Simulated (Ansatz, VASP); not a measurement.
**One calculation of Cu, two programs**

Contents of INCAR:

```
PREC = Accurate
ENCUT = 520
EDIFF = 1E-6
ISMEAR = 0
SIGMA = 0.15
LREAL = False
LASPH = True
NELM = 80
ALGO = Fast
ISIF = 2
LWAVE = False
LCHARG = True
GGA = PS
LELF = True
LVHAR = True
NBANDS = 18
```

KPOINTS

```
Automatic mesh
0
Gamma
  30 30 14
```

File POSCAR:

```
Cu
1.0
    2.5205910259      0.0000000000      0.0000000000
   -1.2602955130      2.1828958610      0.0000000000
    0.0000000000      0.0000000000      4.1165232698
Cu
2
Direct
    0.3333333333      0.6666666667      0.2500000000
    0.6666666667      0.3333333333      0.7500000000
```

Input for Ansatz:

```yaml
crystal:
  lattice:
    - [2.5205910253, 0.0, 0.0]
    - [-1.2602955127, 2.1828958605, 0.0]
    - [0.0, 0.0, 4.1165232668]
  atoms:
    - { symbol: Cu, position: [0.3333333333, 0.6666666667, 0.25] }
    - { symbol: Cu, position: [0.6666666667, 0.3333333333, 0.75] }
basis:
  ecutwfc: 420
kpoints:
  mp_grid: { grid: [30, 30, 14] }
hamiltonian:
  xc: pbesol
scf:
  occupations: { method: gaussian, width: 0.15 }
output:
  forces: true
  stress: true
  eigenvalues: true
```

Alike in both runs: task single point; functional PBEsol; k mesh 30 × 30 × 14; occupations gaussian, width 0.15 eV; no spin polarisation.

|  | VASP | Ansatz |
| --- | --- | --- |
| version | VASP 6.6.1 | Ansatz 0.2.0 |
| potentials or method | VASP PAW PBE potentials, release 64 (Cu), cutoff 520 eV | scalar-relativistic, plane waves, PAW |
| valence electrons in the cell | 22 | 38 |

```tsv
	VASP	Ansatz	Ansatz less VASP
gap on the k mesh at the Fermi level (eV)	none	none	-
pressure (GPa)	1.1	0.0	-1.09
traceless stress, the component that is largest in VASP (GPa)	0.64	0.64	+0.006
```

VASP's potentials were made for PBE, not for PBEsol. A gap of «none» marks a metal or a gap that the smearing closes. The functional is the same, so the differences come from potentials, cutoffs and numerics. VASP's potentials hold 22 valence electrons a cell and Ansatz's 38, so a difference there can come from the potentials and not from the codes.
